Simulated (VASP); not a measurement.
A run of VASP 6.6.1 is set up as follows.

Contents of INCAR:

```
ALGO = Normal ; EDIFF = 1E-6
ENCUT = 520 ; GGA = PS
ISIF = 2 ; ISMEAR = 0
LASPH = True ; LCHARG = False
LREAL = False ; LWAVE = False
NBANDS = 12 ; NELM = 100
PREC = Accurate ; SIGMA = 0.1
```

KPOINTS

```
k-points
0
Gamma
  16 16 16
```

POSCAR

```
Au
1.0
    0.0000000000      2.0555843150      2.1783143150
    2.0555843150      0.0000000000      2.1783143150
    2.0555843150      2.0555843150      0.0000000000
Au
1
Direct
    0.0000000000      0.0000000000      0.0000000000
```

Potentials or basis: VASP PAW PBE potentials, release 64 (Au).

Launch:

```sh
$ cat potpaw_PBE.64/Au/POTCAR > POTCAR
$ mpirun -np 1 vasp_std > vasp.out
```

**Question.** What does it give for the band gap on the k mesh?

**Answer.** Zero (an odd number of electrons rules out a gap without spin polarisation).

**Question.** Estimate the pressure.

**Answer.** -11.1 GPa.

Stress tensor (GPa, compression positive):
```
-10.73   0.00   0.00
  0.00 -10.73   0.00
  0.00   0.00 -11.91
```

Caveat: the cell differs from its parent crystal (strained); the cell stands under tension; the PAW data sets were made with another functional, which shifts forces and pressure a little; spin-orbit coupling is left out, which moves the levels of the heavy elements.
